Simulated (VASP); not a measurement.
# Al (Fm-3m) in VASP: single point with LDA

Aim: the single point of Al with LDA.

All numbers are computed with VASP 6.6.1; they aren't measurements. Logs are shortened: lines on timing, memory, paths and dates and some standing lists are left out, and cuts for length are marked.

**1. The cell of the first run**

The structure is cubic, space group Fm-3m (No. 225). The conventional cell has a = 6.464 Å, b = 6.464 Å, c = 6.464 Å, α = 90.00°, β = 90.00°, γ = 90.00°.

**2. Single point, LDA**

The input, INCAR:

```
PREC = Accurate ; ENCUT = 500
EDIFF = 1E-6 ; ISMEAR = 1
SIGMA = 0.3 ; LREAL = F
LASPH = T ; NELM = 120
ALGO = Normal ; ISIF = 2
LWAVE = F ; LCHARG = F
NBANDS = 8 ; GGA_COMPAT = F
```

The input, KPOINTS:

```
regular mesh
0
Gamma
  6 6 6
```

The input, POSCAR:

```
Al
1.0
    0.0000000000      3.2317810000      3.2317810000
    3.2317810000      0.0000000000      3.2317810000
    3.2317810000      3.2317810000      0.0000000000
Al
1
Direct
    0.5000000000      0.5000000000      0.5000000000
```

Potentials or basis: VASP PAW LDA potentials, release 64 (Al).

Command:

```sh
$ cat potpaw_LDA.64/Al/POTCAR > POTCAR
$ mpirun -np 1 vasp_std > vasp.out
```

OUTCAR:

```text
PREC = Accurate
   ENCUT = 500
   EDIFF = 1E-6
   ISMEAR = 1
   LREAL = F
   LASPH = T
   NELM = 120
   ISIF = 2

 ion  position               nearest neighbor table
   1  0.500  0.500  0.500-

  LATTYP: Found a face centered cubic cell.
 ALAT       =     6.4635620000

  Lattice vectors:

 A1 = (   0.0000000000,   3.2317810000,   3.2317810000)
 A2 = (   3.2317810000,   0.0000000000,   3.2317810000)
 A3 = (   3.2317810000,   3.2317810000,   0.0000000000)

Analysis of symmetry for initial positions (statically):
=====================================================================
 Subroutine PRICEL returns:
 Original cell was already a primitive cell.

 Routine SETGRP: Setting up the symmetry group for a
 face centered cubic supercell.

 Subroutine GETGRP returns: Found 48 space group operations
 (whereof 48 operations were pure point group operations)
 out of a pool of 48 trial point group operations.

The static configuration has the point symmetry O_h .

Analysis of symmetry for dynamics (positions and initial velocities):
=====================================================================
 Subroutine PRICEL returns:
 Original cell was already a primitive cell.

 Routine SETGRP: Setting up the symmetry group for a
 face centered cubic supercell.

 Subroutine GETGRP returns: Found 48 space group operations
 (whereof 48 operations were pure point group operations)
 out of a pool of 48 trial point group operations.

The dynamic configuration has the point symmetry O_h .

 Subroutine INISYM returns: Found 48 space group operations
 (whereof 48 operations are pure point group operations),
 and found     1 'primitive' translations

----------------------------------------------------------------------------------------

                                     Primitive cell

  volume of cell :      67.5081

  direct lattice vectors                    reciprocal lattice vectors
     0.000000000  3.231781000  3.231781000    -0.154713454  0.154713454  0.154713454
     3.231781000  0.000000000  3.231781000     0.154713454 -0.154713454  0.154713454
     3.231781000  3.231781000  0.000000000     0.154713454  0.154713454 -0.154713454

  length of vectors
     4.570428521  4.570428521  4.570428521     0.267971562  0.267971562  0.267971562

  position of ions in fractional coordinates (direct lattice)
     0.500000000  0.500000000  0.500000000

  ion indices of the primitive-cell ions
   primitive index   ion index
                 1           1

----------------------------------------------------------------------------------------

 KPOINTS: regular mesh

Automatic generation of k-mesh.
 Grid dimensions read from file:
 generate k-points for:    6    6    6

 Generating k-lattice:

  Cartesian coordinates                     Fractional coordinates (reciprocal lattice)
    -0.025785576  0.025785576  0.025785576     0.166666667  0.000000000  0.000000000
     0.025785576 -0.025785576  0.025785576     0.000000000  0.166666667  0.000000000
     0.025785576  0.025785576 -0.025785576     0.000000000  0.000000000  0.166666667

  Length of vectors
     0.044661927  0.044661927  0.044661927

  Shift w.r.t. Gamma in fractional coordinates (k-lattice)
     0.000000000  0.000000000  0.000000000

 Subroutine IBZKPT returns following result:
 ===========================================

 Found     16 irreducible k-points:

 Following reciprocal coordinates:
            Coordinates               Weight
  0.000000  0.000000  0.000000      1.000000
  0.166667  0.000000  0.000000      8.000000
  0.333333  0.000000  0.000000      8.000000
  0.500000  0.000000  0.000000      4.000000
  0.166667  0.166667  0.000000      6.000000
  0.333333  0.166667  0.000000     24.000000
  0.500000  0.166667  0.000000     24.000000
 -0.333333  0.166667  0.000000     24.000000
 -0.166667  0.166667  0.000000     12.000000
  0.333333  0.333333  0.000000      6.000000
  0.500000  0.333333  0.000000     24.000000
 -0.333333  0.333333  0.000000     12.000000
  0.500000  0.500000  0.000000      3.000000
  0.500000  0.333333  0.166667     24.000000
 -0.333333  0.333333  0.166667     24.000000
 -0.333333  0.500000  0.166667     12.000000
   k-points           NKPTS =     16   k-points in BZ     NKDIM =     16   number of bands    NBANDS=      8
   number of dos      NEDOS =    301   number of ions     NIONS =      1
   total plane-waves  NPLWV =  46656
   dimension x,y,z NGX =    36 NGY =   36 NGZ =   36
   dimension x,y,z NGXF=    72 NGYF=   72 NGZF=   72
   ions per type =               1
   NGX,Y,Z   is equivalent  to a cutoff of  13.09, 13.09, 13.09 a.u.
   NGXF,Y,Z  is equivalent  to a cutoff of  26.19, 26.19, 26.19 a.u.
 SYSTEM =  unknown system
   PREC   = accura    normal or accurate (medium, high low for compatibility)
   ISTART =      0    job   : 0-new  1-cont  2-samecut
   ICHARG =      2    charge: 1-file 2-atom 10-const
   ISPIN  =      1    spin polarized calculation?
   LNONCOLLINEAR =      F non collinear calculations
   LSORBIT =      F    spin-orbit coupling
   LASPH  =      T    aspherical Exc in radial PAW
   ENCUT  =  500.0 eV  36.75 Ry    6.06 a.u.   8.33  8.33  8.33*2*pi/ulx,y,z
   NELM   =    120;   NELMIN=  2; NELMDL= -5     # of ELM steps
   EDIFF  = 0.1E-05   stopping-criterion for ELM
   LREAL  =      F    real-space projection
   EDIFFG = 0.1E-04   stopping-criterion for IOM
   NSW    =      0    number of steps for IOM
   IBRION =     -1    ionic relax: 0-MD 1-quasi-New 2-CG
   NFREE  =      0    steps in history (QN), initial steepest desc. (CG)
   ISIF   =      2    stress and relaxation
   ISYM   =      2    0-nonsym 1-usesym 2-fastsym
   POTIM  = 0.5000    time-step for ionic-motion
   TEBEG  =    0.0;   TEEND  =   0.0 temperature during run
   PSTRESS=    0.0 pullay stress
   NELECT =       3.0000    total number of electrons
   NUPDOWN=      -1.0000    fix difference up-down
   EMIN   =  10.00;   EMAX   =-10.00  energy-range for DOS
   EFERMI =   0.00;   METHOD = LEGACY
   ISMEAR =     1;   SIGMA  =   0.30  broadening in eV -4-tet -1-fermi 0-gaus
   EFERMI_NEDOS =   21; number of points for ismear=-14 and -15
   IALGO  =     38    algorithm
   IMIX   =      4    mixing-type and parameters
     AMIX     =   0.40;   BMIX     =  1.00
     AMIX_MAG =   1.60;   BMIX_MAG =  1.00
  volume/ion in A,a.u.               =      67.51       455.57
  Fermi-wavevector in a.u.,A,eV,Ry     =   0.579869  1.095794  4.574935  0.336248
  Thomas-Fermi vector in A             =   1.623749
   LORBIT       =      0    0 simple, 1 ext, 2 COOP (PROOUT), +10 PAW based schemes
   GGA     = CA    functional components
   LHFCALC =     F    Hartree Fock is set to
   AEXX    =    0.0000 exact exchange contribution
   IVDW    =     0    specifies the selected vdW correction
   LEPSILON=     F    determine dielectric tensor
   LRPA    =     F    only Hartree local field effects (RPA)
 non-spin polarized calculation
 Methfessel and Paxton  Order N= 1 SIGMA  =   0.30
  energy-cutoff  :      500.00
  volume of cell :       67.51
 maximum number of plane-waves:      1736
 NGX is ok and might be reduce to    36
   NGX = 17   NGY = 17   NGZ = 17

 number of electron       3.0000000 magnetization

 Free energy of the ion-electron system (eV)
  ---------------------------------------------------
  ext. energy  EPLUGINS =         0.00000000
  ---------------------------------------------------
  free energy    TOTEN  =        -1.62358111 eV

  energy without entropy =       -1.60928375  energy(sigma->0) =       -1.61881533

 E-fermi :  -0.6367     XC(G=0):  -5.9504

 val. band max:       -0.7085792150   @ k =  -0.3333   0.5000   0.1667
 cond. band min:      -0.5487762130   @ k =   0.3333   0.0000   0.0000
 fundamental gap:      0.1598030021
 Fermi energy:        -0.6366585231

 k-point     1 :       0.0000    0.0000    0.0000
  band No.  band energies     occupation
      1      -5.8184      2.00000
      2       2.6572     -0.00000
      3       2.6572     -0.00000
      4       2.6572     -0.00000
      5       5.0699     -0.00000
      6       6.4886      0.00000
      7       6.4886      0.00000
      8       6.4886      0.00000

 k-point     2 :       0.1667    0.0000    0.0000
  band No.  band energies     occupation
      1      -5.5944      2.00000
      2       1.2931     -0.00000
      3       2.5036     -0.00000
      4       2.5036     -0.00000
      5       5.3544     -0.00000
      6       6.7262      0.00000
      7       6.7820      0.00000
      8       6.7820      0.00000

 k-point     3 :       0.3333    0.0000    0.0000
  band No.  band energies     occupation
      1      -5.0076      2.00000
      2      -0.5488      0.52699
      3       2.2649     -0.00000
      4       2.2649     -0.00000
      5       4.7918     -0.00000
      6       6.4087      0.00000
      7       6.4087      0.00000
      8       7.8939      0.00000

 k-point     4 :       0.5000    0.0000    0.0000
  band No.  band energies     occupation
      1      -4.5659      2.00000
      2      -1.4481      2.00088
      3       2.1687     -0.00000
      4       2.1687     -0.00000
      5       4.5879     -0.00000
      6       6.1109      0.00000
      7       6.1109      0.00000
      8       7.6855      0.00000

 k-point     5 :       0.1667    0.1667    0.0000
  band No.  band energies     occupation
      1      -5.5193      2.00000
      2       1.4748     -0.00000
      3       2.1248     -0.00000
      4       2.1248     -0.00000
      5       5.3246     -0.00000
      6       5.8617      0.00000
      7       7.3355      0.00000
      8       7.4204      0.00000

 k-point     6 :       0.3333    0.1667    0.0000
  band No.  band energies     occupation
      1      -5.0460      2.00000
      2       0.0619     -0.00481
      3       1.6868     -0.00000
      4       1.8209     -0.00000
      5       4.9588     -0.00000
      6       5.7952      0.00000
      7       6.9900      0.00000
      8       7.5517      0.00000

 k-point     7 :       0.5000    0.1667    0.0000
  band No.  band energies     occupation
      1      -4.4839      2.00000
      2      -1.1277      2.04276
      3       1.1690     -0.00000
      4       1.8222     -0.00000
      5       4.7766     -0.00000
      6       6.0407      0.00000
      7       6.9559      0.00000
      8       7.9998      0.00000

 k-point     8 :      -0.3333    0.1667    0.0000
  band No.  band energies     occupation
      1      -4.6414      2.00000
      2      -0.8275      1.87115
      3       0.9732     -0.00000
      4       2.1178     -0.00000
      5       5.2093     -0.00000
      6       6.0491      0.00000
      7       6.7569      0.00000
      8       8.0441      0.00000

 k-point     9 :      -0.1667    0.1667    0.0000
  band No.  band energies     occupation
      1      -5.2438      2.00000
      2       0.4678     -0.00000
      3       1.4202     -0.00000
      4       2.4899     -0.00000
      5       6.0565      0.00000
      6       6.1324      0.00000
      7       6.7255      0.00000
      8       7.1623      0.00000

 k-point    10 :       0.3333    0.3333    0.0000
  band No.  band energies     occupation
      1      -4.7277      2.00000
      2      -0.1407     -0.04126
      3       1.3989     -0.00000
      4       1.3989     -0.00000
      5       4.0425     -0.00000
      6       4.2331     -0.00000
      7       9.2808      0.00000
      8       9.2808      0.00000

 k-point    11 :       0.5000    0.3333    0.0000
  band No.  band energies     occupation
      1      -4.2627      2.00000
      2      -0.7396      1.54466
      3       0.4723     -0.00000
      4       1.3184     -0.00000
      5       3.8263     -0.00000
      6       5.0433     -0.00000
      7       8.8028      0.00000
      8       8.8978      0.00000

 k-point    12 :      -0.3333    0.3333    0.0000
  band No.  band energies     occupation
      1      -4.2135      2.00000
      2      -0.5289      0.43332
      3      -0.3722     -0.01607
      4       1.6159     -0.00000
      5       4.2531     -0.00000
      6       6.9038      0.00000
      7       7.9169      0.00000
      8       8.0367      0.00000

 k-point    13 :       0.5000    0.5000    0.0000
  band No.  band energies     occupation
      1      -4.1082      2.00000
      2      -1.0496      2.06520
      3       1.1183     -0.00000
      4       1.1183     -0.00000
      5       3.2849     -0.00000
      6       3.8562     -0.00000
      7      10.7696      0.00000
      8      10.8826      0.00000

 k-point    14 :       0.5000    0.3333    0.1667
  band No.  band energies     occupation
      1      -4.5508      2.00000
      2      -0.4308      0.09017
      3       0.5624     -0.00000
      4       1.4601     -0.00000
      5       5.1494     -0.00000
      6       5.6792      0.00000
      7       6.6875      0.00000
      8       8.8822      0.00000

 k-point    15 :      -0.3333    0.3333    0.1667
  band No.  band energies     occupation
      1      -4.2127      2.00000
      2      -0.8024      1.79497
      3       0.1718     -0.00093
      4       1.1251     -0.00000
      5       5.1586     -0.00000
      6       6.0905      0.00000
      7       7.3719      0.00000
      8       7.9168      0.00000

 k-point    16 :      -0.3333    0.5000    0.1667
  band No.  band energies     occupation
      1      -4.0746      2.00000
      2      -0.7086      1.39312
      3       0.2451     -0.00026
      4       0.5807     -0.00000
      5       4.6512     -0.00000
      6       5.3863      0.00000
      7       8.2012      0.00000
      8       8.2451      0.00000

------------------------ aborting loop because EDIFF is reached ----------------------------------------

  FORCE on cell =-STRESS in cart. coord.  units (eV):
  Direction    XX          YY          ZZ          XY          YZ          ZX
  --------------------------------------------------------------------------------------
  -------------------------------------------------------------------------------------
  Total       -1.6488292     -1.6488292     -1.6488292     -0.0000000     -0.0000000     -0.0000000
  in kB      -39.1318587    -39.1318587    -39.1318587     -0.0000000     -0.0000000     -0.0000000
  external PRESSURE =     -39.1318587 kB  Pullay stress =       0.0000000 kB

 VOLUME and BASIS-vectors are now :
 -----------------------------------------------------------------------------
  energy-cutoff  :      500.00
  volume of cell :       67.51
      direct lattice vectors                 reciprocal lattice vectors
     0.000000000  3.231781000  3.231781000    -0.154713454  0.154713454  0.154713454
     3.231781000  0.000000000  3.231781000     0.154713454 -0.154713454  0.154713454
     3.231781000  3.231781000  0.000000000     0.154713454  0.154713454 -0.154713454

 POSITION                                       TOTAL-FORCE (eV/Angst)
 -----------------------------------------------------------------------------------
      3.23178      3.23178      3.23178        -0.000000      0.000000     -0.000000
 -----------------------------------------------------------------------------------
    total drift:                                0.000000      0.000000      0.000000

  FREE ENERGIE OF THE ION-ELECTRON SYSTEM (eV)
  ---------------------------------------------------
  free  energy   TOTEN  =        -1.6235811121 eV

  energy  without entropy=       -1.6092837541  energy(sigma->0) =       -1.61881533
```

It took 3.1 s on 1 thread of Intel Xeon 6975P-C (Granite Rapids), shared host; peak memory 0.15 GiB.

Results:

- Free energy: -1.6236 eV
- Pressure: -3.9 GPa
- Band gap on the k mesh: zero (an odd number of electrons rules out a gap without spin polarisation)

Levels at points of the mesh, in eV from the Fermi level:
```tsv
k point	band 1	band 2	band 3	band 4	band 5	band 6
(0.00, 0.00, 0.00)	-5.18	3.29	3.29	3.29	5.71	7.13
(0.50, 0.00, 0.00)	-3.93	-0.81	2.81	2.81	5.22	6.75
(0.50, 0.50, 0.00)	-3.47	-0.41	1.75	1.75	3.92	4.49
```

Caveat: the cell stands under tension; so wide a smearing shifts energies and pressures.
